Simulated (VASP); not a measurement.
The system is HfO2.

```
CELL_PARAMETERS angstrom
0.00000 2.55750 2.55750
2.55750 0.00000 2.55750
2.55750 2.55750 0.00000
ATOMIC_POSITIONS crystal
Hf 0.00000 0.00000 0.00000
O 0.25000 0.25000 0.25000
O 0.75000 0.75000 0.75000
```

```yaml
Program: VASP 6.6.1
Task: relaxation of cell and atoms
Functional: PBE
Dispersion: D3(BJ)
Potentials_or_basis: VASP PAW PBE potentials, release 64 (Hf_pv, O)
Cutoff: 600 eV
k_mesh: 6 × 6 × 6
Occupations: gaussian, width 0.01 eV
Spin: no spin polarisation
```

At the start: pressure -9.8 GPa; volume 11.15 Å³/atom.

Problem. How do energy, volume and symmetry change on relaxing?

Solution. Over 3 steps the energy falls by 14.1 meV/atom and the volume is 10.71 Å³/atom (-4.0 %); space group Fm-3m (No. 225, to 0.1 Å) before and after.

Step by step:
```tsv
step	energy change (eV)	largest force (eV/Å)	pressure (GPa)	volume (Å³)
1	0.0000	0.0000	-9.76	33.46
2	0.0527	0.0000	17.48	30.27
3	-0.0424	0.0000	-0.12	32.13
```

Final structure:
```yaml
crystal:
  lattice:
    - [0.00000, 2.52334, 2.52334]
    - [2.52334, 0.00000, 2.52334]
    - [2.52334, 2.52334, 0.00000]
  atoms:
    - { symbol: Hf, position: [0.00000, 0.00000, 0.00000] }
    - { symbol: O, position: [0.25000, 0.25000, 0.25000] }
    - { symbol: O, position: [0.75000, 0.75000, 0.75000] }
```
